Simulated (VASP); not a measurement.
Here is a VASP 6.6.1 calculation.

Contents of INCAR:

```
PREC     = Accurate       # precision mode
ENCUT    = 600            # plane-wave cutoff, eV
EDIFF    = 1E-6           # SCF threshold, eV
ISMEAR   = 0              # smearing method
SIGMA    = 0.1            # smearing width, eV
LREAL    = F              # projectors in reciprocal space
LASPH    = T              # aspherical terms in the spheres
NELM     = 80             # most SCF steps
ALGO     = Normal         # electronic algorithm
ISIF     = 3              # what is computed and relaxed
LWAVE    = F              # write WAVECAR
LCHARG   = F              # write CHGCAR
GGA      = PE             # functional
IBRION   = 2              # ionic algorithm
NSW      = 100            # ionic steps
EDIFFG   = -0.01          # ionic threshold
```

KPOINTS

```
regular mesh
0
Gamma
  12 12 6
```

Contents of POSCAR:

```
Li3SiN2
1.0
    3.0649705069      0.0000000000      0.0000000000
    0.0000000000      3.0649705069      0.0000000000
    0.0000000000      0.0000000000      7.1215547020
Li Si N
3 1 2
Direct
    0.0000000000      0.0000000000      0.8021678316
    0.0000000000      0.0000000000      0.1978321684
    0.0000000000      0.0000000000      0.5000000000
    0.5000000000      0.5000000000      0.0000000000
    0.5000000000      0.5000000000      0.2362147772
    0.5000000000      0.5000000000      0.7637852228
```

Potentials or basis: VASP PAW PBE potentials, release 64 (Li_sv, Si, N).

Command:

```bash
$ cat potpaw_PBE.64/Li_sv/POTCAR potpaw_PBE.64/Si/POTCAR potpaw_PBE.64/N/POTCAR > POTCAR
$ mpirun -np 1 vasp_std > vasp.out
```

(1) Predict the relaxed volume.

(2) What does it give for the space group after relaxing (to 0.05 Å)?

(3) Predict the relaxed cell.

## Answers

(1) 11.02 Å³/atom.

(2) P4/mmm (No. 123).

(3) a = 3.053 Å, b = 3.053 Å, c = 7.096 Å, α = 90.00°, β = 90.00°, γ = 90.00°.

Caveat: the cutoff is under 1.25 times the usual one of these potentials, so pressure, stress and relaxed cells hold a basis-set (Pulay) error.
